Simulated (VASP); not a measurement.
# TiCu2NiS4 (I-42m) in VASP: single point with r2SCAN

Aim: the single point of TiCu2NiS4 with r2SCAN.

Everything below comes from runs of VASP 6.6.1. Logs are shortened: lines on timing, memory, paths and dates and some standing lists are left out, and cuts for length are marked.

## (1) The cell of the first run

The structure is tetragonal, space group I-42m (No. 121). Conventional cell: a = 5.224 Å, b = 5.224 Å, c = 10.447 Å, α = 90.00°, β = 90.00°, γ = 90.00°. Ni (site symmetry -42m) has 4 S at 2.36 Å within 3.1 Å. Ti (site symmetry -42m) has 4 S at 2.27 Å within 3.0 Å. Within 2.9 Å of S (site symmetry m) lie 2 Cu at 2.21 Å and 1 Ti at 2.27 Å and 1 Ni at 2.36 Å. Within 2.9 Å of Cu (site symmetry -4) lie 4 S at 2.21 Å.

## (2) Single point, r2SCAN

POSCAR

```
TiCu2NiS4
1.0
    0.0000000000      5.2244360100      0.0000000000
    5.2244360100      0.0000000000      0.0000000000
    2.6122180000      2.6122180000     -5.2233709400
Ni Ti S Cu
1 1 4 2
Direct
    0.5000000000      0.5000000000      0.0000000000
    0.0000000000      0.0000000000      0.0000000000
    0.3753000000      0.3753000000      0.7336000000
    0.6247000000      0.1089000000      0.2664000000
    0.8911000000      0.8911000000      0.7336000000
    0.1089000000      0.6247000000      0.2664000000
    0.7500000000      0.2500000000      0.5000000000
    0.2500000000      0.7500000000      0.5000000000
```

INCAR.step1

```
  PREC = Accurate
  ENCUT = 520
  ISMEAR = 1
  SIGMA = 0.0159
  LREAL = False
  LASPH = True
  NELM = 100
  NBANDS = 44
  GGA = PE
  ALGO = Normal
  EDIFF = 1E-4
  LWAVE = True
  LCHARG = False
```

INCAR.step2

```
  PREC = Accurate
  ENCUT = 520
  EDIFF = 1E-7
  ISMEAR = 1
  SIGMA = 0.0159
  LREAL = False
  LASPH = True
  NELM = 100
  ALGO = Normal
  ISIF = 2
  LWAVE = False
  LCHARG = False
  METAGGA = R2SCAN
  LMIXTAU = True
  NBANDS = 44
  ISTART = 1
```

KPOINTS

```
Automatic mesh
0
Gamma
  4 4 4
  0 0 0.5
```

Potentials or basis: VASP PAW PBE potentials, release 64 (Ni, Ti_sv, S, Cu).

Command:

```
$ cat potpaw_PBE.64/Ni/POTCAR potpaw_PBE.64/Ti_sv/POTCAR potpaw_PBE.64/S/POTCAR potpaw_PBE.64/Cu/POTCAR > POTCAR
$ cp INCAR.step1 INCAR
$ mpirun -np 1 vasp_std > vasp.out
$ cp INCAR.step2 INCAR
$ mpirun -np 1 vasp_std > vasp.out
```

OUTCAR:

```text
PREC = Accurate
   ENCUT = 520
   EDIFF = 1E-7
   ISMEAR = 1
   LREAL = False
   LASPH = True
   NELM = 100
   ISIF = 2
   METAGGA = R2SCAN
   ISTART = 1

 ion  position               nearest neighbor table
   1  0.500  0.500  0.000-   3 2.36   4 2.36   6 2.36   5 2.36
   2  0.000  0.000  0.000-   5 2.27   4 2.27   6 2.27   3 2.27
   3  0.375  0.375  0.734-   7 2.21   8 2.21   2 2.27   1 2.36
   4  0.625  0.109  0.266-   7 2.21   8 2.21   2 2.27   1 2.36
   5  0.891  0.891  0.734-   7 2.21   8 2.21   2 2.27   1 2.36
   6  0.109  0.625  0.266-   8 2.21   7 2.21   2 2.27   1 2.36
   7  0.750  0.250  0.500-   4 2.21   5 2.21   3 2.21   6 2.21
   8  0.250  0.750  0.500-   6 2.21   5 2.21   3 2.21   4 2.21

  LATTYP: Found a body centered tetragonal cell.
 ALAT       =     5.2244360100
 C/A-ratio  =     1.9995922737

  Lattice vectors:

 A1 = (  -2.6122180000,   2.6122180100,   5.2233709400)
 A2 = (   2.6122180100,  -2.6122180000,   5.2233709400)
 A3 = (   2.6122180000,   2.6122180000,  -5.2233709400)

Analysis of symmetry for initial positions (statically):
=====================================================================
 Subroutine PRICEL returns:
 Original cell was already a primitive cell.

 Routine SETGRP: Setting up the symmetry group for a
 body centered tetragonal supercell.

 Subroutine GETGRP returns: Found  8 space group operations
 (whereof  8 operations were pure point group operations)
 out of a pool of 16 trial point group operations.

The static configuration has the point symmetry D_2d.

Analysis of symmetry for dynamics (positions and initial velocities):
=====================================================================
 Subroutine PRICEL returns:
 Original cell was already a primitive cell.

 Routine SETGRP: Setting up the symmetry group for a
 body centered tetragonal supercell.

 Subroutine GETGRP returns: Found  8 space group operations
 (whereof  8 operations were pure point group operations)
 out of a pool of 16 trial point group operations.

The dynamic configuration has the point symmetry D_2d.

 Subroutine INISYM returns: Found  8 space group operations
 (whereof  8 operations are pure point group operations),
 and found     1 'primitive' translations

----------------------------------------------------------------------------------------

                                     Primitive cell

  volume of cell :     142.5705

  direct lattice vectors                    reciprocal lattice vectors
     0.000000000  5.224436010  0.000000000     0.000000000  0.191408221  0.095723625
     5.224436010  0.000000000  0.000000000     0.191408221  0.000000000  0.095723625
     2.612218000  2.612218000 -5.223370940     0.000000000  0.000000000 -0.191447250

  length of vectors
     5.224436010  5.224436010  6.397731609     0.214009624  0.214009624  0.191447250

  position of ions in fractional coordinates (direct lattice)
     0.500000000  0.500000000  0.000000000
     0.000000000  0.000000000  0.000000000
     0.375300000  0.375300000  0.733600000
     0.624700000  0.108900000  0.266400000
     0.891100000  0.891100000  0.733600000
     0.108900000  0.624700000  0.266400000
     0.750000000  0.250000000  0.500000000
     0.250000000  0.750000000  0.500000000

  ion indices of the primitive-cell ions
   primitive index   ion index
                 1           1
                 2           2
                 3           3
                 4           4
                 5           5
                 6           6
                 7           7
                 8           8

----------------------------------------------------------------------------------------

 KPOINTS: Automatic mesh

Automatic generation of k-mesh.
 Grid dimensions read from file:
 generate k-points for:    4    4    4

 Generating k-lattice:

  Cartesian coordinates                     Fractional coordinates (reciprocal lattice)
     0.000000000  0.047852055  0.023930906     0.250000000  0.000000000  0.000000000
     0.047852055  0.000000000  0.023930906     0.000000000  0.250000000  0.000000000
     0.000000000  0.000000000 -0.047861812     0.000000000  0.000000000  0.250000000

  Length of vectors
     0.053502406  0.053502406  0.047861812

  Shift w.r.t. Gamma in fractional coordinates (k-lattice)
     0.000000000  0.000000000  0.500000000

 Subroutine IBZKPT returns following result:
 ===========================================

 Found     11 irreducible k-points:

 Following reciprocal coordinates:
            Coordinates               Weight
  0.000000  0.000000  0.125000      2.000000
  0.250000  0.000000  0.125000      4.000000
  0.500000  0.000000  0.125000      8.000000
 -0.250000  0.000000  0.125000      8.000000
  0.250000  0.250000  0.125000      8.000000
  0.500000  0.250000  0.125000      8.000000
  0.500000  0.500000  0.125000      4.000000
 -0.250000  0.500000  0.125000      8.000000
 -0.250000 -0.250000  0.125000      8.000000
  0.000000  0.000000  0.375000      2.000000
 -0.250000  0.000000  0.375000      4.000000
   k-points           NKPTS =     11   k-points in BZ     NKDIM =     11   number of bands    NBANDS=     44
   number of dos      NEDOS =    301   number of ions     NIONS =      8
   total plane-waves  NPLWV =  76800
   dimension x,y,z NGX =    40 NGY =   40 NGZ =   48
   dimension x,y,z NGXF=    80 NGYF=   80 NGZF=   96
   ions per type =               1   1   4   2
   NGX,Y,Z   is equivalent  to a cutoff of  12.73, 12.73, 12.47 a.u.
   NGXF,Y,Z  is equivalent  to a cutoff of  25.46, 25.46, 24.95 a.u.
 SYSTEM =  unknown system
   PREC   = accura    normal or accurate (medium, high low for compatibility)
   ISTART =      1    job   : 0-new  1-cont  2-samecut
   ICHARG =      0    charge: 1-file 2-atom 10-const
   ISPIN  =      1    spin polarized calculation?
   LNONCOLLINEAR =      F non collinear calculations
   LSORBIT =      F    spin-orbit coupling
   LASPH  =      T    aspherical Exc in radial PAW
   ENCUT  =  520.0 eV  38.22 Ry    6.18 a.u.   9.71  9.71 11.90*2*pi/ulx,y,z
   NELM   =    100;   NELMIN=  2; NELMDL=  0     # of ELM steps
   EDIFF  = 0.1E-06   stopping-criterion for ELM
   LREAL  =      F    real-space projection
   EDIFFG = 0.1E-05   stopping-criterion for IOM
   NSW    =      0    number of steps for IOM
   IBRION =     -1    ionic relax: 0-MD 1-quasi-New 2-CG
   NFREE  =      0    steps in history (QN), initial steepest desc. (CG)
   ISIF   =      2    stress and relaxation
   ISYM   =      2    0-nonsym 1-usesym 2-fastsym
   POTIM  = 0.5000    time-step for ionic-motion
   TEBEG  =    0.0;   TEEND  =   0.0 temperature during run
   PSTRESS=    0.0 pullay stress
   NELECT =      68.0000    total number of electrons
   NUPDOWN=      -1.0000    fix difference up-down
   EMIN   =  10.00;   EMAX   =-10.00  energy-range for DOS
   EFERMI =   0.00;   METHOD = LEGACY
   ISMEAR =     1;   SIGMA  =   0.02  broadening in eV -4-tet -1-fermi 0-gaus
   EFERMI_NEDOS =   21; number of points for ismear=-14 and -15
   IALGO  =     38    algorithm
   IMIX   =      4    mixing-type and parameters
     AMIX     =   0.40;   BMIX     =  1.00
     AMIX_MAG =   1.60;   BMIX_MAG =  1.00
  volume/ion in A,a.u.               =      17.82       120.26
  Fermi-wavevector in a.u.,A,eV,Ry     =   1.279090  2.417130 22.260114  1.636072
  Thomas-Fermi vector in A             =   2.411596
   LORBIT       =      0    0 simple, 1 ext, 2 COOP (PROOUT), +10 PAW based schemes
   METAGGA = R2SCAN    functional components
   LHFCALC =     F    Hartree Fock is set to
   AEXX    =    0.0000 exact exchange contribution
   IVDW    =     0    specifies the selected vdW correction
   LEPSILON=     F    determine dielectric tensor
   LRPA    =     F    only Hartree local field effects (RPA)
 non-spin polarized calculation
 Methfessel and Paxton  Order N= 1 SIGMA  =   0.02
  energy-cutoff  :      520.00
  volume of cell :      142.57
 maximum number of plane-waves:      3860
 NGX is ok and might be reduce to    40
   NGX = 19   NGY = 19   NGZ = 23

 number of electron      68.0000009 magnetization

 Free energy of the ion-electron system (eV)
  ---------------------------------------------------
  ext. energy  EPLUGINS =         0.00000000
  ---------------------------------------------------
  free energy    TOTEN  =       -83.74641419 eV

  energy without entropy =      -83.74578972  energy(sigma->0) =      -83.74620603

 E-fermi :   5.0814     XC(G=0): -10.8066

 val. band max:        5.0801649561   @ k =   0.5000   0.5000   0.1250
 cond. band min:       5.0874848602   @ k =   0.2500   0.2500   0.1250
 fundamental gap:      0.0073199041
 Fermi energy:         5.0813906677

 k-point     1 :       0.0000    0.0000    0.1250
  band No.  band energies     occupation
      1     -54.3464      2.00000
      2     -29.6220      2.00000
      3     -29.6219      2.00000
      4     -29.5516      2.00000
      5      -9.5108      2.00000
      6      -8.1832      2.00000
[... 36 lines left out ...]
     43      11.3401      0.00000
     44      11.7202      0.00000

 k-point     2 :       0.2500    0.0000    0.1250
  band No.  band energies     occupation
      1     -54.3464      2.00000
      2     -29.6221      2.00000
      3     -29.6219      2.00000
      4     -29.5516      2.00000
      5      -9.3779      2.00000
      6      -8.2983      2.00000
[... 36 lines left out ...]
     43      11.7815      0.00000
     44      12.0009      0.00000

 k-point     3 :       0.5000    0.0000    0.1250
  band No.  band energies     occupation
      1     -54.3464      2.00000
      2     -29.6223      2.00000
      3     -29.6219      2.00000
      4     -29.5516      2.00000
      5      -8.8935      2.00000
      6      -8.7037      2.00000
[... 36 lines left out ...]
     43      11.6319      0.00000
     44      12.1155      0.00000

 k-point     4 :      -0.2500    0.0000    0.1250
  band No.  band energies     occupation
      1     -54.3464      2.00000
      2     -29.6221      2.00000
      3     -29.6219      2.00000
      4     -29.5516      2.00000
      5      -9.2262      2.00000
      6      -8.3616      2.00000
[... 36 lines left out ...]
     43      11.0698      0.00000
     44      11.2403      0.00000

 k-point     5 :       0.2500    0.2500    0.1250
  band No.  band energies     occupation
      1     -54.3464      2.00000
      2     -29.6221      2.00000
      3     -29.6221      2.00000
      4     -29.5516      2.00000
      5      -9.1830      2.00000
      6      -8.3590      2.00000
[... 36 lines left out ...]
     43      11.2952      0.00000
     44      11.4336      0.00000

 k-point     6 :       0.5000    0.2500    0.1250
  band No.  band energies     occupation
      1     -54.3464      2.00000
      2     -29.6223      2.00000
      3     -29.6221      2.00000
      4     -29.5516      2.00000
      5      -8.7481      2.00000
      6      -8.7058      2.00000
[... 36 lines left out ...]
     43      11.4399      0.00000
     44      11.9379      0.00000

 k-point     7 :       0.5000    0.5000    0.1250
  band No.  band energies     occupation
      1     -54.3464      2.00000
      2     -29.6223      2.00000
      3     -29.6223      2.00000
      4     -29.5515      2.00000
      5      -8.5602      2.00000
      6      -8.5462      2.00000
[... 36 lines left out ...]
     43      11.0768      0.00000
     44      12.3550      0.00000

 k-point     8 :      -0.2500    0.5000    0.1250
  band No.  band energies     occupation
      1     -54.3464      2.00000
      2     -29.6223      2.00000
      3     -29.6221      2.00000
      4     -29.5516      2.00000
      5      -8.8077      2.00000
      6      -8.5952      2.00000
[... 36 lines left out ...]
     43      11.3657      0.00000
     44      11.6946      0.00000

 k-point     9 :      -0.2500   -0.2500    0.1250
  band No.  band energies     occupation
      1     -54.3464      2.00000
      2     -29.6222      2.00000
      3     -29.6221      2.00000
      4     -29.5516      2.00000
      5      -8.9437      2.00000
      6      -8.4680      2.00000
[... 36 lines left out ...]
     43      10.9450      0.00000
     44      11.3863      0.00000

 k-point    10 :       0.0000    0.0000    0.3750
  band No.  band energies     occupation
      1     -54.3464      2.00000
      2     -29.6220      2.00000
      3     -29.6220      2.00000
      4     -29.5517      2.00000
      5      -9.2039      2.00000
      6      -8.5699      2.00000
[... 36 lines left out ...]
     43      10.4762      0.00000
     44      10.4934      0.00000

 k-point    11 :      -0.2500    0.0000    0.3750
  band No.  band energies     occupation
      1     -54.3464      2.00000
      2     -29.6222      2.00000
      3     -29.6219      2.00000
      4     -29.5517      2.00000
      5      -8.9474      2.00000
      6      -8.6326      2.00000
[... 36 lines left out ...]
     43      10.9678      0.00000
     44      11.3713      0.00000

------------------------ aborting loop because EDIFF is reached ----------------------------------------

  FORCE on cell =-STRESS in cart. coord.  units (eV):
  Direction    XX          YY          ZZ          XY          YZ          ZX
  --------------------------------------------------------------------------------------
  -------------------------------------------------------------------------------------
  Total        1.9284092      1.9284092      1.2286707      0.0000000      0.0000000      0.0000000
  in kB       21.6710563     21.6710563     13.8075424      0.0000000      0.0000000      0.0000000
  external PRESSURE =      19.0498850 kB  Pullay stress =       0.0000000 kB

 VOLUME and BASIS-vectors are now :
 -----------------------------------------------------------------------------
  energy-cutoff  :      520.00
  volume of cell :      142.57
      direct lattice vectors                 reciprocal lattice vectors
     0.000000000  5.224436010  0.000000000     0.000000000  0.191408221  0.095723625
     5.224436010  0.000000000  0.000000000     0.191408221  0.000000000  0.095723625
     2.612218000  2.612218000 -5.223370940     0.000000000  0.000000000 -0.191447250

 POSITION                                       TOTAL-FORCE (eV/Angst)
 -----------------------------------------------------------------------------------
      2.61222      2.61222      0.00000         0.000000     -0.000000      0.000000
      0.00000      0.00000      0.00000         0.000000     -0.000000      0.000000
      3.87705      3.87705     -3.83186         0.691755      0.691755     -0.971216
      1.26484      3.95960     -1.39151         0.691755     -0.691755      0.971216
      6.57182      6.57182     -3.83186        -0.691755     -0.691755     -0.971216
      3.95960      1.26484     -1.39151        -0.691755      0.691755      0.971216
      2.61222      5.22444     -2.61169         0.000000     -0.000000      0.000000
      5.22444      2.61222     -2.61169         0.000000     -0.000000      0.000000
 -----------------------------------------------------------------------------------
    total drift:                                0.000078      0.000078      0.000004

  FREE ENERGIE OF THE ION-ELECTRON SYSTEM (eV)
  ---------------------------------------------------
  free  energy   TOTEN  =       -83.7464141869 eV

  energy  without entropy=      -83.7457897243  energy(sigma->0) =      -83.74620603
```

Wall time 9.2 min (1 thread of Intel Xeon 8259CL, shared host); peak memory 0.34 GiB.

Results:

| Property | Result |
| --- | --- |
| Free energy | -83.7464 eV |
| Pressure | 1.9 GPa |
| Largest force | 1.379 eV/Å |
| Band gap on the k mesh | zero (bands 34 and 35 overlap by 0.17 eV) |

Forces in eV/Å, atoms in the order of the input:
```
Ni   0.000  0.000  0.000
Ti   0.000  0.000  0.000
S    0.692  0.692 -0.971
S    0.692 -0.692  0.971
S   -0.692 -0.692 -0.971
S   -0.692  0.692  0.971
Cu   0.000  0.000  0.000
Cu   0.000  0.000  0.000
```

Stress tensor (GPa, compression positive):
```
2.17 0.00 0.00
0.00 2.17 0.00
0.00 0.00 1.38
```

Levels at points of the mesh, in eV from the Fermi level:
| k point | band 31 | band 32 | band 33 | band 34 | band 35 | band 36 | band 37 | band 38 |
| --- | --- | --- | --- | --- | --- | --- | --- | --- |
| (0.00, 0.00, 0.12) | -0.95 | -0.85 | -0.19 | -0.19 | -0.06 | 1.34 | 1.85 | 2.27 |

Caveat: the PAW data sets were made with another functional, which shifts forces and pressure a little; the run has no spin polarisation, though such a crystal can be magnetic. With open d or f shells a metallic result of r2SCAN can be an artefact of self-interaction; +U or a hybrid may open a gap.
